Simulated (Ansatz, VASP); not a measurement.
One calculation of BN, two programs

```
B N
1.0
     2.50518    0.00000    0.00000
    -1.25259    2.16955    0.00000
     0.00000    0.00000    4.11851
B N
2 2
Cartesian
  0.0000 1.4464 -0.0011
  1.2526 0.7232 2.0582
  0.0000 1.4464 1.5414
  1.2526 0.7232 3.6007
```

Change from the starting cell: strained cell.

Alike in both runs: task relaxation of the atoms; functional r2SCAN; k mesh 9 × 9 × 6; occupations gaussian, width 0.02 eV; no spin polarisation.

|  | VASP | Ansatz |
| --- | --- | --- |
| version | VASP 6.6.1 | Ansatz 0.2.0 |
| potentials or method | VASP PAW PBE potentials, release 64 (B, N), cutoff 520 eV | scalar-relativistic, plane waves, PAW |
| valence electrons in the cell | 16 | 16 |

```csv
,VASP,Ansatz,Ansatz less VASP
"gap on the k mesh at the Fermi level, each at its own relaxed structure (eV)",5.65,5.68,+0.032
```

VASP's potentials were made for PBE, not for r2SCAN. Ansatz's warnings: stress scf threshold loose.
